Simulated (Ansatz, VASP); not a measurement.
## Two plane-wave programs on Be3Te2Se

```
CELL_PARAMETERS angstrom
4.92315 0.00000 0.00000
-2.46158 4.26358 0.00000
0.00000 0.00000 6.80680
ATOMIC_POSITIONS crystal
Be 0.50000 0.00000 0.50000
Be 0.00000 0.50000 0.50000
Be 0.50000 0.50000 0.50000
Te 0.33333 0.66667 0.00000
Te 0.66667 0.33333 0.00000
Se 0.00000 0.00000 0.50000
```

Alike in both runs: functional PBE; k mesh 3 × 3 × 2; occupations gaussian, width 0.15 eV; no spin polarisation.

Ansatz relaxed the structure, and its values are those at the end. VASP's run is a single point on that final structure, the one shown.

|  | VASP | Ansatz |
| --- | --- | --- |
| version | VASP 6.6.1 | Ansatz 0.2.0 |
| potentials or method | VASP PAW PBE potentials, release 64 (Be, Te, Se), cutoff 600 eV | scalar-relativistic, plane waves, PAW |
| valence electrons in the cell | 24 | 54 |

```tsv
	VASP	Ansatz	Ansatz less VASP
gap on the k mesh at the Fermi level (eV)	none	none	-
pressure (GPa)	-0.1	-0.1	-0.04
```

A gap of «none» marks a metal or a gap that the smearing closes. VASP's potentials hold 24 valence electrons a cell and Ansatz's 54, so a difference there can come from the potentials and not from the codes.

The k mesh is coarse, so the values compare programs but aren't converged. Spin-orbit coupling is off throughout.
